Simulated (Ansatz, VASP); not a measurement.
## TlAgS2 in VASP and in Ansatz

File POSCAR:

```
TlAgS2
1.0
    4.1384415880      0.0000000000      0.0000000000
    0.0000000000      4.1384415880      0.0000000000
    0.0000000000      0.0000000000      6.0023385113
Ag S Tl
1 2 1
Direct
    0.0000000000      0.0000000000      0.0000000000
    0.0000000000      0.5000000000      0.2445828708
    0.5000000000      0.0000000000      0.7554171292
    0.5000000000      0.5000000000      0.5000000000
```

INCAR.step1

```
SYSTEM = TlAgS2
PREC = Accurate ; ENCUT = 520
ISMEAR = -1 ; SIGMA = 0.02
LREAL = .FALSE. ; LASPH = .TRUE.
NELM = 60 ; NBANDS = 26
GGA = PE ; ALGO = Normal
EDIFF = 1E-4 ; LWAVE = .TRUE.
LCHARG = .FALSE.
```

INCAR.step2

```
SYSTEM = TlAgS2
PREC = Accurate ; ENCUT = 520
EDIFF = 1E-6 ; ISMEAR = -1
SIGMA = 0.02 ; LREAL = .FALSE.
LASPH = .TRUE. ; NELM = 60
ALGO = Normal ; ISIF = 2
LWAVE = .FALSE. ; LCHARG = .TRUE.
METAGGA = R2SCAN ; LMIXTAU = .TRUE.
LELF = .TRUE. ; LVHAR = .TRUE.
NBANDS = 26 ; ISTART = 1
```

Contents of KPOINTS:

```
Automatic mesh
0
G
  6 6 4
  0 0 0
```

Input for Ansatz:

```yaml
crystal:
  lattice:
    - [4.138441588, 0.0, 0.0]
    - [0.0, 4.138441588, 0.0]
    - [0.0, 0.0, 6.0023385113]
  atoms:
    - { symbol: Ag, position: [0.0, 0.0, 0.0] }
    - { symbol: S, position: [0.0, 0.5, 0.2445828708] }
    - { symbol: Tl, position: [0.5, 0.5, 0.5] }
    - { symbol: S, position: [0.5, 0.0, 0.7554171292] }
kpoints:
  mp_grid: { grid: [6, 6, 4] }
  band_path:
    path:
      - [0.0, 0.0, 0.0]
      - [0.0, 0.5, 0.0]
      - [0.5, 0.5, 0.0]
      - [0.0, 0.0, 0.5]
      - [0.0, 0.5, 0.5]
      - [0.5, 0.5, 0.5]
      - [0.0, 0.0, 0.05]
    npoints: 1
hamiltonian:
  xc: r2scan
scf:
  occupations: { method: fermi_dirac, width: 0.02 }
  n_extra_bands: 5
output:
  forces: true
  stress: true
  eigenvalues: true
  write_density: true
  write_potential: true
  elf: true
  volumetric_format: npy
```

Alike in both runs: task single point; functional r2SCAN; k mesh 6 × 6 × 4; occupations fermi-dirac, width 0.02 eV; no spin polarisation.

```csv
,VASP,Ansatz
version,VASP 6.6.1,Ansatz 0.2.0
potentials or method,"VASP PAW PBE potentials, release 64 (Ag, S, Tl_d)","plane waves, PAW"
plane-wave cutoff (eV),520,500
valence electrons in the cell,36,44
```

```tsv
	VASP	Ansatz	Ansatz less VASP
pressure (GPa)	-0.1	0.0	+0.11
rms of the force components (eV/Å)	0.006	0.001	-0.0047
```

VASP's potentials were made for PBE, not for r2SCAN. VASP's potentials hold 36 valence electrons a cell and Ansatz's 44, so a difference there can come from the potentials and not from the codes.

Neither program's run includes spin-orbit coupling.
